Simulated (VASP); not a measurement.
Here is a VASP 6.6.1 calculation.

File INCAR:

```
SYSTEM = AgCl
PREC = Accurate ; ENCUT = 600
EDIFF = 1E-6 ; ISMEAR = 0
SIGMA = 0.01 ; LREAL = .False.
LASPH = .True. ; NELM = 80
ALGO = Normal ; ISIF = 3
LWAVE = .False. ; LCHARG = .False.
GGA = PS ; IBRION = 2
NSW = 100 ; EDIFFG = -0.002
PSTRESS = 20.0
```

Contents of KPOINTS:

```
Automatic mesh
0
Gamma
  8 8 8
  0 0 0
```

POSCAR

```
AgCl
1.0
    0.0000000000      2.7237519381      2.7237519381
    2.7237519381      0.0000000000      2.7237519381
    2.7237519381      2.7237519381      0.0000000000
Ag Cl
1 1
Direct
    0.0000000000      0.0000000000      0.0000000000
    0.5000000000      0.5000000000      0.5000000000
```

Potentials or basis: VASP PAW PBE potentials, release 64 (Ag, Cl).

Run with:

```bash
$ cat potpaw_PBE.64/Ag/POTCAR potpaw_PBE.64/Cl/POTCAR > POTCAR
$ mpirun -np 1 vasp_std > vasp.out
```

Estimate the relaxed cell.

a = 3.809 Å, b = 3.809 Å, c = 3.809 Å, α = 60.00°, β = 60.00°, γ = 60.00°.

Predict the band gap on the k mesh.

0.72 eV (least direct gap 3.35 eV).

Estimate the space group after relaxing (to 0.1 Å).

Fm-3m (No. 225).

Final structure:
```
Ag Cl
1.0
     0.00000    2.69358    2.69358
     2.69358    0.00000    2.69358
     2.69358    2.69358    0.00000
Ag Cl
1 1
Direct
  0.00000 0.00000 0.00000
  0.50000 0.50000 0.50000
```

Caveat: the cell is relaxed towards a set pressure, so the run minimises the enthalpy, not the energy; semilocal functionals underestimate gaps, and a narrow one can read as zero. A k mesh can miss the band edges.
